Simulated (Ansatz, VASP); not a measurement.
## Two plane-wave programs on Zn

File INCAR:

```
  PREC = Accurate
  ENCUT = 520
  EDIFF = 1E-6
  ISMEAR = 0
  SIGMA = 0.15
  LREAL = F
  LASPH = T
  NELM = 60
  ALGO = Normal
  ISIF = 2
  LWAVE = F
  LCHARG = F
  GGA = PS
  NBANDS = 12
```

KPOINTS

```
regular mesh
0
Gamma
  22 22 22
```

Contents of POSCAR:

```
Zn
1.0
   -1.5568204470      1.5568204470      1.5568204470
    1.5568204470     -1.5568204470      1.5568204470
    1.5568204470      1.5568204470     -1.5568204470
Zn
1
Direct
    0.0000000000      0.0000000000      0.0000000000
```

Input for Ansatz:

```yaml
crystal:
  lattice:
    - [-1.556820447, 1.556820447, 1.556820447]
    - [1.556820447, -1.556820447, 1.556820447]
    - [1.556820447, 1.556820447, -1.556820447]
  atoms:
    - { symbol: Zn, position: [0.0, 0.0, 0.0] }
basis:
  ecutwfc: 520.0
kpoints:
  mp_grid: { grid: [22, 22, 22] }
hamiltonian:
  xc: pbesol
scf:
  occupations: { method: gaussian, width: 0.15 }
output:
  forces: true
  stress: true
  eigenvalues: true
```

Alike in both runs: task single point; functional PBEsol; k mesh 22 × 22 × 22; occupations gaussian, width 0.15 eV; no spin polarisation.

```csv
,VASP,Ansatz
version,VASP 6.6.1,Ansatz 0.2.0
potentials or method,"VASP PAW PBE potentials, release 64 (Zn), cutoff 520 eV","scalar-relativistic, plane waves, PAW"
valence electrons in the cell,12,12
```

|  | VASP | Ansatz | Ansatz less VASP |
| --- | --- | --- | --- |
| gap on the k mesh at the Fermi level (eV) | none | none | - |
| pressure (GPa) | -3.3 | -3.7 | -0.43 |

VASP's potentials were made for PBE, not for PBEsol. A gap of «none» marks a metal or a gap that the smearing closes.
